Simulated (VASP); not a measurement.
Hf4Cl3, 7 atoms in the cell. The typed cell holds 7 atoms: a = 6.029 Å, b = 6.029 Å, c = 4.817 Å, α = 90.00°, β = 90.00°, γ = 120.00°. The cell was generated, and may not be a known phase.

```yaml
Program: VASP 6.6.1
Task: single point
Functional: PBE
Potentials_or_basis: VASP PAW PBE potentials, release 64 (Hf_pv, Cl)
Cutoff: 520 eV
k_mesh: 3 × 3 × 4
Occupations: gaussian, width 0.2 eV
Spin: no spin polarisation
Dipole_correction: no
Further_INCAR_settings: ALGO = Normal; EDIFF = 1e-07; NBANDS = 40
```

Potentials or basis: VASP PAW PBE potentials, release 64 (Hf_pv, Cl).

Launch:

```sh
$ cat potpaw_PBE.64/Hf_pv/POTCAR potpaw_PBE.64/Cl/POTCAR > POTCAR
$ mpirun -np 1 vasp_std > vasp.out
```

Hardware: 1 thread of Intel Xeon 8259CL, with other jobs on the host.

**Question.** Estimate the wall time of this run.

**Answer.** Run time: 110 s on 1 thread of Intel Xeon 8259CL, on a shared host, peak memory 0.28 GiB. Counts: scf iterations 16, k points 9.
